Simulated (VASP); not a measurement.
# Al3Co2Ni (P-3m1) in VASP: single point with PBE

Aim: the single point of Al3Co2Ni with PBE.

Program: VASP 6.6.1. These are calculated values, not measurements. Logs are shortened: lines on timing, memory, paths and dates and some standing lists are left out, and cuts for length are marked.

**1. The cell of the first run**

It takes space group P-3m1 (No. 164, trigonal). Conventional cell: a = 4.063 Å, b = 4.063 Å, c = 4.972 Å, α = 90.00°, β = 90.00°, γ = 120.00°. Al (site symmetry -3m) has 2 Ni at 2.49 Å and 6 Co at 2.49 Å and 6 Al at 2.86 Å within 3.3 Å. Within 3.3 Å of Al (site symmetry 3m) lie 5 Co at 2.47 to 2.50 Å and 3 Ni at 2.49 Å and 6 Al at 2.86 to 2.89 Å. Co (site symmetry 3m) has 8 Al at 2.47 to 2.50 Å and 3 Ni at 2.87 Å and 3 Co at 2.88 Å within 3.3 Å. Within 3.3 Å of Ni (site symmetry -3m) lie 8 Al at 2.49 Å and 6 Co at 2.87 Å.

**2. Single point, PBE, collinear spin, ferromagnetic start**

INCAR

```
SYSTEM = Al3Co2Ni
PREC     = Accurate       ! precision mode
ENCUT    = 520            ! plane-wave cutoff, eV
EDIFF    = 1E-6           ! SCF threshold, eV
ISMEAR   = 0              ! smearing method
SIGMA    = 0.1            ! smearing width, eV
LREAL    = .False.        ! projectors in reciprocal space
LASPH    = .True.         ! aspherical terms in the spheres
NELM     = 150            ! most SCF steps
ALGO     = Fast           ! electronic algorithm
ISIF     = 2              ! what is computed and relaxed
LWAVE    = .False.        ! write WAVECAR
LCHARG   = .False.        ! write CHGCAR
ISPIN    = 2              ! spin polarisation
MAGMOM   = 0 0 0 0.61 0.61 0.27 ! initial moments
LORBIT   = 11             ! projections on sites
LMAXMIX  = 4              ! l up to which the mixer works
GGA      = PE             ! functional
NBANDS   = 32             ! bands
```

KPOINTS

```
regular mesh
0
Gamma
  6 6 4
  0 0 0
```

POSCAR

```
Al3Co2Ni
1.0
    4.0631738000      0.0000000000      0.0000000000
   -2.0315869000      3.5188118000      0.0000000000
    0.0000000000      0.0000000000      4.9716308000
Al Co Ni
3 2 1
Direct
    0.0000000000      0.0000000000      0.0000000000
    0.6666667000      0.3333333000      0.3295800000
    0.3333333000      0.6666667000      0.6704200000
    0.6666667000      0.3333333000      0.8325010000
    0.3333333000      0.6666667000      0.1674990000
    0.0000000000      0.0000000000      0.5000000000
```

Potentials or basis: VASP PAW PBE potentials, release 64 (Al, Co, Ni).

The run is started by

```console
$ cat potpaw_PBE.64/Al/POTCAR potpaw_PBE.64/Co/POTCAR potpaw_PBE.64/Ni/POTCAR > POTCAR
$ mpirun -np 1 vasp_std > vasp.out
```

OUTCAR:

```text
SYSTEM = Al3Co2Ni
   PREC = Accurate
   ENCUT = 520
   EDIFF = 1E-6
   ISMEAR = 0
   LREAL = .False.
   LASPH = .True.
   NELM = 150
   ISIF = 2
   ISPIN = 2
   LORBIT = 11
   GGA = PE

 ion  position               nearest neighbor table
   1  0.000  0.000  0.000-   6 2.49   6 2.49   4 2.49   5 2.49   4 2.49   5 2.49   4 2.49   5 2.49
                             2 2.86   3 2.86   3 2.86   2 2.86   2 2.86   3 2.86
   2  0.667  0.333  0.330-   4 2.47   5 2.48   5 2.48   5 2.48   6 2.49   6 2.49   6 2.49   4 2.50
                             1 2.86   1 2.86   1 2.86   3 2.89   3 2.89   3 2.89
   3  0.333  0.667  0.670-   5 2.47   4 2.48   4 2.48   4 2.48   6 2.49   6 2.49   6 2.49   5 2.50
                             1 2.86   1 2.86   1 2.86   2 2.89   2 2.89   2 2.89
   4  0.667  0.333  0.833-   2 2.47   3 2.48   3 2.48   3 2.48   1 2.49   1 2.49   1 2.49   2 2.50
                             6 2.87   6 2.87   6 2.87   5 2.88   5 2.88   5 2.88
   5  0.333  0.667  0.167-   3 2.47   2 2.48   2 2.48   2 2.48   1 2.49   1 2.49   1 2.49   3 2.50
                             6 2.87   6 2.87   6 2.87   4 2.88   4 2.88   4 2.88
   6  0.000  0.000  0.500-   1 2.49   1 2.49   3 2.49   2 2.49   2 2.49   3 2.49   2 2.49   3 2.49
                             5 2.87   4 2.87   4 2.87   5 2.87   5 2.87   4 2.87

  LATTYP: Found a hexagonal cell.
 ALAT       =     4.0631738000
 C/A-ratio  =     1.2235831015

  Lattice vectors:

 A1 = (   4.0631738000,   0.0000000000,   0.0000000000)
 A2 = (  -2.0315869000,   3.5188118000,   0.0000000000)
 A3 = (   0.0000000000,   0.0000000000,   4.9716308000)

Analysis of symmetry for initial positions (statically):
=====================================================================
 Subroutine PRICEL returns:
 Original cell was already a primitive cell.

 Routine SETGRP: Setting up the symmetry group for a
 hexagonal supercell.

 Subroutine GETGRP returns: Found 12 space group operations
 (whereof 12 operations were pure point group operations)
 out of a pool of 24 trial point group operations.

The static configuration has the point symmetry D_3d.

Analysis of symmetry for dynamics (positions and initial velocities):
=====================================================================
 Subroutine PRICEL returns:
 Original cell was already a primitive cell.

 Routine SETGRP: Setting up the symmetry group for a
 hexagonal supercell.

 Subroutine GETGRP returns: Found 12 space group operations
 (whereof 12 operations were pure point group operations)
 out of a pool of 24 trial point group operations.

The dynamic configuration has the point symmetry D_3d.

Analysis of structural, dynamic, and magnetic symmetry:
=====================================================================
 Subroutine PRICEL returns:
 Original cell was already a primitive cell.

 Routine SETGRP: Setting up the symmetry group for a
 hexagonal supercell.

 Subroutine GETGRP returns: Found 12 space group operations
 (whereof 12 operations were pure point group operations)
 out of a pool of 24 trial point group operations.

The overall configuration has the point symmetry D_3d.

 Subroutine INISYM returns: Found 12 space group operations
 (whereof 12 operations are pure point group operations),
 and found     1 'primitive' translations

----------------------------------------------------------------------------------------

                                     Primitive cell

  volume of cell :      71.0821

  direct lattice vectors                    reciprocal lattice vectors
     4.063173800  0.000000000  0.000000000     0.246113026  0.142093419  0.000000000
    -2.031586900  3.518811800  0.000000000     0.000000000  0.284186838  0.000000000
     0.000000000  0.000000000  4.971630800     0.000000000  0.000000000  0.201141243

  length of vectors
     4.063173800  4.063173860  4.971630800     0.284186842  0.284186838  0.201141243

  position of ions in fractional coordinates (direct lattice)
     0.000000000  0.000000000  0.000000000
     0.666666700  0.333333300  0.329580000
     0.333333300  0.666666700  0.670420000
     0.666666700  0.333333300  0.832501000
     0.333333300  0.666666700  0.167499000
     0.000000000  0.000000000  0.500000000

  ion indices of the primitive-cell ions
   primitive index   ion index
                 1           1
                 2           2
                 3           3
                 4           4
[... 57 lines left out ...]
   total plane-waves  NPLWV =  36000
   dimension x,y,z NGX =    30 NGY =   30 NGZ =   40
   dimension x,y,z NGXF=    60 NGYF=   60 NGZF=   80
   ions per type =               3   2   1
   NGX,Y,Z   is equivalent  to a cutoff of  12.27, 12.27, 13.38 a.u.
   NGXF,Y,Z  is equivalent  to a cutoff of  24.55, 24.55, 26.75 a.u.
 SYSTEM =  Al3Co2Ni
   PREC   = accura    normal or accurate (medium, high low for compatibility)
   ISTART =      0    job   : 0-new  1-cont  2-samecut
   ICHARG =      2    charge: 1-file 2-atom 10-const
   ISPIN  =      2    spin polarized calculation?
   LNONCOLLINEAR =      F non collinear calculations
   LSORBIT =      F    spin-orbit coupling
   LASPH  =      T    aspherical Exc in radial PAW
   ENCUT  =  520.0 eV  38.22 Ry    6.18 a.u.   7.55  7.55  9.24*2*pi/ulx,y,z
   NELM   =    150;   NELMIN=  2; NELMDL= -5     # of ELM steps
   EDIFF  = 0.1E-05   stopping-criterion for ELM
   LREAL  =      F    real-space projection
   EDIFFG = 0.1E-04   stopping-criterion for IOM
   NSW    =      0    number of steps for IOM
   IBRION =     -1    ionic relax: 0-MD 1-quasi-New 2-CG
   NFREE  =      0    steps in history (QN), initial steepest desc. (CG)
   ISIF   =      2    stress and relaxation
   ISYM   =      2    0-nonsym 1-usesym 2-fastsym
   POTIM  = 0.5000    time-step for ionic-motion
   TEBEG  =    0.0;   TEEND  =   0.0 temperature during run
   PSTRESS=    0.0 pullay stress
   NELECT =      37.0000    total number of electrons
   NUPDOWN=      -1.0000    fix difference up-down
   EMIN   =  10.00;   EMAX   =-10.00  energy-range for DOS
   EFERMI =   0.00;   METHOD = LEGACY
   ISMEAR =     0;   SIGMA  =   0.10  broadening in eV -4-tet -1-fermi 0-gaus
   EFERMI_NEDOS =   21; number of points for ismear=-14 and -15
   IALGO  =     68    algorithm
   IMIX   =      4    mixing-type and parameters
     AMIX     =   0.40;   BMIX     =  1.00
     AMIX_MAG =   1.60;   BMIX_MAG =  1.00
  volume/ion in A,a.u.               =      11.85        79.95
  Fermi-wavevector in a.u.,A,eV,Ry     =   1.316908  2.488595 23.595844  1.734246
  Thomas-Fermi vector in A             =   2.446986
   LORBIT       =     11    0 simple, 1 ext, 2 COOP (PROOUT), +10 PAW based schemes
   GGA     = PE    functional components
   LHFCALC =     F    Hartree Fock is set to
   AEXX    =    0.0000 exact exchange contribution
   IVDW    =     0    specifies the selected vdW correction
   LEPSILON=     F    determine dielectric tensor
   LRPA    =     F    only Hartree local field effects (RPA)
 spin polarized calculation
 RMM-DIIS sequential band-by-band and
 Gauss-broadening in eV      SIGMA  =   0.10
  energy-cutoff  :      520.00
  volume of cell :       71.08
 maximum number of plane-waves:      1936
   NGX = 15   NGY = 15   NGZ = 19

 number of electron      36.9999973 magnetization       1.3226989

 Free energy of the ion-electron system (eV)
  ---------------------------------------------------
  ext. energy  EPLUGINS =         0.00000000
  ---------------------------------------------------
  free energy    TOTEN  =       -34.39071481 eV

  energy without entropy =      -34.37804409  energy(sigma->0) =      -34.38437945

 E-fermi :  10.2572     XC(G=0): -12.1319

 val. band max:       10.2331409570   @ k =   0.3333   0.1667   0.2500
 cond. band min:      10.2670770227   @ k =   0.1667   0.1667   0.5000
 fundamental gap:      0.0339360658
 Fermi energy:        10.2571818638

 spin component 1

 k-point     1 :       0.0000    0.0000    0.0000
  band No.  band energies     occupation
      1      -0.7831      1.00000
      2       4.4722      1.00000
      3       4.4753      1.00000
      4       6.6351      1.00000
      5       6.6351      1.00000
      6       6.8990      1.00000
[... 781 lines left out ...]
     29      18.2723      0.00000
     30      18.2743      0.00000
 Fermi energy:        10.2571818638

 spin component 2

 k-point     1 :       0.0000    0.0000    0.0000
  band No.  band energies     occupation
      1      -0.7901      1.00000
      2       4.4858      1.00000
      3       4.5109      1.00000
      4       6.7562      1.00000
      5       6.7562      1.00000
      6       7.1189      1.00000
[... 781 lines left out ...]
     29      18.2916      0.00000
     30      18.2941      0.00000
 [bands above 30 left out]

------------------------ aborting loop because EDIFF is reached ----------------------------------------

  FORCE on cell =-STRESS in cart. coord.  units (eV):
  Direction    XX          YY          ZZ          XY          YZ          ZX
  --------------------------------------------------------------------------------------
  -------------------------------------------------------------------------------------
  Total        0.1812026      0.1812027     -0.1299702      0.0000000      0.0000000     -0.0000000
  in kB        4.0842735      4.0842736     -2.9295043      0.0000000      0.0000000     -0.0000000
  external PRESSURE =       1.7463476 kB  Pullay stress =       0.0000000 kB

 VOLUME and BASIS-vectors are now :
 -----------------------------------------------------------------------------
  energy-cutoff  :      520.00
  volume of cell :       71.08
      direct lattice vectors                 reciprocal lattice vectors
     4.063173800  0.000000000  0.000000000     0.246113026  0.142093419  0.000000000
    -2.031586900  3.518811800  0.000000000     0.000000000  0.284186838  0.000000000
     0.000000000  0.000000000  4.971630800     0.000000000  0.000000000  0.201141243

 POSITION                                       TOTAL-FORCE (eV/Angst)
 -----------------------------------------------------------------------------------
      0.00000      0.00000      0.00000         0.000000      0.000000      0.000000
      2.03159      1.17294      1.63855         0.000000     -0.000000     -0.008840
     -0.00000      2.34587      3.33308        -0.000000      0.000000      0.008840
      2.03159      1.17294      4.13889        -0.000000      0.000000      0.004919
     -0.00000      2.34587      0.83274         0.000000     -0.000000     -0.004919
      0.00000      0.00000      2.48582         0.000000      0.000000      0.000000
 -----------------------------------------------------------------------------------
    total drift:                               -0.000000      0.000000     -0.000000

  FREE ENERGIE OF THE ION-ELECTRON SYSTEM (eV)
  ---------------------------------------------------
  free  energy   TOTEN  =       -34.3907148080 eV

  energy  without entropy=      -34.3780440949  energy(sigma->0) =      -34.38437945

 total charge

# of ion       s       p       d       tot
------------------------------------------
    1        0.390   0.421   0.000   0.811
    2        0.390   0.420   0.000   0.810
    3        0.390   0.420   0.000   0.810
    4        0.434   0.480   7.503   8.417
    5        0.434   0.480   7.503   8.417
    6        0.473   0.537   8.439   9.449
--------------------------------------------------
tot          2.511   2.758  23.444  28.714

 magnetization (x)

# of ion       s       p       d       tot
------------------------------------------
    1       -0.002  -0.001   0.000  -0.003
    2       -0.002   0.000   0.000  -0.002
    3       -0.002   0.000   0.000  -0.002
    4        0.014   0.003   0.560   0.578
    5        0.014   0.003   0.560   0.578
    6        0.002  -0.016   0.256   0.242
--------------------------------------------------
tot          0.025  -0.010   1.375   1.391
```

Wall time 2.6 min (1 thread of Intel Xeon Platinum 8375C at 2.90GHz (Ice Lake), shared host); peak memory 0.26 GiB.

What came out:

```
Free energy                                           : -34.3907 eV
Pressure                                              : 0.2 GPa
Largest force                                         : 0.009 eV/Å
Net moment                                            : 1.32 μB per cell
Site moments                                          : Al -0.00; Co +0.58; Ni +0.24 μB
Valence electrons inside the program's atomic spheres : Al 0.81; Co 8.42; Ni 9.45
```

Forces in eV/Å, atoms in the order of the input:
```
Al   0.000  0.000  0.000
Al   0.000  0.000 -0.009
Al   0.000  0.000  0.009
Co   0.000  0.000  0.005
Co   0.000  0.000 -0.005
Ni   0.000  0.000  0.000
```

Stress tensor (GPa, compression positive):
```
 0.41  0.00  0.00
 0.00  0.41  0.00
 0.00  0.00 -0.29
```
